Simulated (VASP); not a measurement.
A run of VASP 6.6.1 is set up as follows.

File INCAR:

```
ALGO = Normal
DIPOL = 0.5 0.5 0.500
EDIFF = 1E-6
ENCUT = 520
GGA = PE
GGA_COMPAT = F
IDIPOL = 3
ISIF = 2
ISMEAR = 0
ISYM = 0
IVDW = 12
LASPH = T
LCHARG = F
LDIPOL = T
LREAL = F
LWAVE = F
NBANDS = 46
NELM = 120
NELMDL = -8
PREC = Accurate
SIGMA = 0.03
```

File KPOINTS:

```
k-points
0
Gamma
  6 10 1
```

Contents of POSCAR:

```
C
1.0
    5.0303177371      0.0000000000      0.0000000000
    0.0000000000      2.5151588186      0.0000000000
    0.0000000000      0.0000000000     20.8247005988
C
16
Direct
   -0.1108236631      0.0008513489      0.3587518816
    0.6145152684      1.0008151638      0.3576678196
    0.5179472546      0.5008258594      0.3900934518
   -0.0177674899      0.5008360372      0.3918325064
    0.2539490616      0.5008211413      0.4292665090
    0.7433421077      0.5008257262      0.4423406695
    0.7433930293      1.0008240787      0.4825574291
    0.2541242231      1.0008172013      0.4744707377
    0.4955371272      0.0008080170      0.5256851143
    0.0062957963      0.0007998867      0.5176038364
    0.0063420785      0.5007855118      0.5578208978
    0.4957399106      0.5007967599      0.5708938852
    0.7674355552      0.5007752791      0.6083234932
    0.2317120735      0.5007863044      0.6100742863
    0.1351534885      0.0007929254      0.6425071325
    0.8604968238      0.0007489111      0.6414038202
```

Potentials or basis: VASP PAW PBE potentials, release 64 (C).

The run is started by

```bash
$ cat potpaw_PBE.64/C/POTCAR > POTCAR
$ mpirun -np 1 vasp_std > vasp.out
```

What does it give for the largest force?

0.067 eV/Å.

Predict the dispersion energy per atom.

-0.146 eV.

Forces in eV/Å, atoms in the order of the input:
```
C    0.051 -0.002 -0.035
C   -0.053  0.002 -0.041
C   -0.032 -0.001  0.004
C    0.040  0.001  0.011
C   -0.008  0.000 -0.013
C   -0.001  0.000  0.003
C   -0.010 -0.001  0.001
C    0.017  0.000 -0.002
C   -0.014  0.000  0.005
C    0.008  0.000 -0.001
C    0.002  0.001 -0.002
C    0.002  0.000  0.012
C   -0.038 -0.001 -0.009
C    0.035  0.001 -0.005
C    0.053 -0.002  0.036
C   -0.053  0.003  0.036
```
